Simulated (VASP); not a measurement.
# Mg16O16F (a cell with a defect): single point with PBE

Mg16O16F (a cell with a defect):

```xyz
33
Lattice="-4.2544 4.2544 4.2544 4.2544 -4.2544 4.2544 4.2544 4.2544 -4.2544" Properties=species:S:1:pos:R:3 pbc="T T T"
Mg    0.0309    0.0262    0.0087
Mg    4.2819    2.1450   -2.1281
Mg    4.2853    0.0195    0.0020
Mg    4.2819   -2.0981    2.1375
Mg    2.1497    4.2772   -2.1282
Mg    2.1356    2.1309   -0.1391
Mg    2.1539   -0.1075    2.1334
Mg    2.1610   -2.1094    4.2597
Mg    0.0242    4.2805    0.0020
Mg   -0.1029    2.1492    2.1333
Mg    0.0221    0.0174    4.2651
Mg    4.4263    2.1310    2.1516
Mg   -2.0933    4.2772    2.1375
Mg   -2.1047    2.1563    4.2598
Mg    2.1357    4.4216    2.1516
Mg    2.1539    2.1492    4.3901
O     2.1578    2.1531   -2.1247
O     2.1613    0.0413    0.0195
O     2.1578   -2.1015    2.1294
O     6.4157    0.0086   -0.0132
O     0.0460    2.1566    0.0195
O    -0.0572   -0.0619    2.1128
O     4.3792    2.1012   -0.0920
O     4.2677    0.0413    2.1259
O    -2.0968    2.1531    2.1294
O     2.1058    4.3745   -0.0920
O     1.6736    1.6690    2.6137
O     2.1745   -0.0619    4.3444
O     0.0134    6.4110   -0.0132
O     0.0460    4.2630    2.1259
O    -0.0572    2.1696    4.3444
O     0.1248    0.1201    6.4358
F     2.7751    2.7704    1.5121
```

```
Program                : VASP 6.6.1
Task                   : single point
Functional             : PBE
Potentials or basis    : VASP PAW PBE potentials, release 64 (Mg, O, F)
Cutoff                 : 520 eV
k mesh                 : 1 × 1 × 1, shifted
Occupations            : fermi-dirac, width 0.01 eV
Spin                   : collinear spin
Fixed moment           : 1 μB
Dipole correction      : no
Mended                 : yes
Further INCAR settings : LREAL = Auto; ALGO = Normal; EDIFF = 1e-06; NBANDS = 94; ISYM = -1
```

```
Pressure                                              : 8.0 GPa
Largest force                                         : 0.017 eV/Å
Net moment                                            : 1.00 μB per cell
Site moments                                          : Mg +0.00, -0.00 (each value once); O +0.01, +0.00, +0.04, +0.56 (each value once); F +0.15 μB
Valence electrons inside the program's atomic spheres : Mg 0.40, 0.41, 0.44, 0.36 (each value once); O 5.12, 5.09, 5.10, 5.04 (each value once); F 6.20
```

Forces in eV/Å, atoms in the order of the input:
```
Mg   0.000  0.000  0.000
Mg  -0.001  0.000  0.002
Mg   0.000 -0.003  0.000
Mg   0.000 -0.002 -0.003
Mg   0.000 -0.001  0.003
Mg   0.009  0.010  0.008
Mg  -0.005 -0.001  0.005
Mg  -0.003  0.001  0.001
Mg  -0.002  0.001 -0.001
Mg   0.001 -0.005  0.005
Mg   0.001  0.002 -0.002
Mg  -0.010  0.010 -0.010
Mg  -0.003 -0.001 -0.002
Mg   0.000 -0.003  0.000
Mg   0.009 -0.009 -0.010
Mg  -0.006 -0.007  0.001
O    0.001  0.000 -0.002
O    0.000 -0.006 -0.005
O    0.000  0.004  0.001
O    0.002  0.004  0.005
O   -0.006  0.001 -0.005
O    0.000  0.000 -0.006
O   -0.005 -0.002  0.007
O    0.006 -0.003  0.001
O    0.004  0.000  0.000
O   -0.003 -0.004  0.007
O    0.000  0.000  0.001
O    0.004  0.001 -0.003
O    0.004  0.002  0.006
O   -0.003  0.006  0.001
O    0.003  0.006 -0.002
O   -0.006 -0.006  0.005
F    0.007  0.006 -0.006
```

Stress tensor (GPa, compression positive):
```
 7.97  1.12 -1.11
 1.12  7.97 -1.11
-1.11 -1.11  7.97
```

Wall time 110 s on 1 thread of AMD EPYC 9R45 96-Core Processor (Zen 5), on a shared host, peak memory 0.53 GiB.

Caveat: the total moment is fixed, so each spin has its own Fermi level.
